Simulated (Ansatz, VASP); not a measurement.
One calculation of Sb, two programs

```
Sb
1.0
    -0.02305    2.29347    2.29347
     2.29347   -0.02305    2.29347
     2.29347    2.29347   -0.02305
Sb
1
Direct
  0.00000 0.00000 0.00000
```

Change from the starting cell: equal xy, yz and zx shear strains of -1 %, PAW files.

Alike in both runs: task electric field gradients; functional PBEsol; k mesh 14 × 14 × 14; occupations fermi-dirac, width 0.03 eV; no spin polarisation.

|  | VASP | Ansatz |
| --- | --- | --- |
| version | VASP 6.6.1 | Ansatz 0.2.0 |
| potentials or method | VASP PAW PBE potentials, release 64 (Sb) | PAW with Ansatz's default frozen-core files, scalar-relativistic |
| plane-wave cutoff (eV) | 520 | 420 |
| valence electrons in the cell | 5 | 15 |

|  | VASP | Ansatz | Ansatz less VASP |
| --- | --- | --- | --- |
| pressure (GPa) | 5.2 | 5.1 | -0.05 |
| traceless stress, the component that is largest in VASP (GPa) | -0.42 | -0.43 | -0.004 |
| size of Vzz on the site where it differs most (V/Å²) | 14.7 | 15.5 | +0.73 |

VASP's potentials were made for PBE, not for PBEsol. VASP's potentials hold 5 valence electrons a cell and Ansatz's 15, so a difference there can come from the potentials and not from the codes.

Neither program's run includes spin-orbit coupling.
